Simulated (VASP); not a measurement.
Here is a VASP 6.6.1 calculation.

INCAR

```
SYSTEM = Al
PREC = Accurate
ENCUT = 520
EDIFF = 1E-6
ISMEAR = -1
SIGMA = 0.05
LREAL = .FALSE.
LASPH = .TRUE.
NELM = 80
ALGO = Normal
ISIF = 2
LWAVE = .FALSE.
LCHARG = .FALSE.
NBANDS = 8
```

KPOINTS

```
Automatic mesh
0
G
  11 11 11
  0 0 0
```

POSCAR

```
Al
1.0
    0.0000000000      2.0112152952      2.0112152952
    2.0112152952      0.0000000000      2.0112152952
    2.0112152952      2.0112152952      0.0000000000
Al
1
Direct
    0.0000000000      0.0000000000      0.0000000000
```

Potentials or basis: VASP PAW LDA potentials, release 64 (Al).

Run with:

```bash
$ cat potpaw_LDA.64/Al/POTCAR > POTCAR
$ mpirun -np 1 vasp_std > vasp.out
```

(1) What does it give for the pressure?

Results:

(1) -2.1 GPa.
